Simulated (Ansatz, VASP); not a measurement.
# Sn2TeO3: VASP beside Ansatz

```
Sn Te O
1.0
     6.39813    0.00000    0.00000
     0.00000    6.39813    0.00000
     0.00000    0.00000    4.06745
Sn Te O
2 1 3
Cartesian
  3.1991 0.0000 2.0337
  0.0000 3.1991 2.0337
  3.1991 3.1991 2.0337
  3.1991 0.0000 0.0000
  0.0000 3.1991 0.0000
  3.1991 3.1991 0.0000
```

Alike in both runs: functional PBE; k mesh 6 × 6 × 10; occupations gaussian, width 0.1 eV; no spin polarisation.

Ansatz relaxed the structure, and its values are those at the end. VASP's run is a single point on that final structure, the one shown.

|  | VASP | Ansatz |
| --- | --- | --- |
| version | VASP 6.6.1 | Ansatz 0.2.0 |
| potentials or method | VASP PAW PBE potentials, release 64 (Sn_d, Te, O), cutoff 520 eV | scalar-relativistic, plane waves, PAW |
| valence electrons in the cell | 52 | 62 |

|  | VASP | Ansatz | Ansatz less VASP |
| --- | --- | --- | --- |
| gap on the k mesh at the Fermi level (eV) | none | none | - |
| pressure (GPa) | 0.0 | 0.0 | -0.04 |

A gap of «none» marks a metal or a gap that the smearing closes. VASP's potentials hold 52 valence electrons a cell and Ansatz's 62, so a difference there can come from the potentials and not from the codes.

Spin-orbit coupling is off throughout.
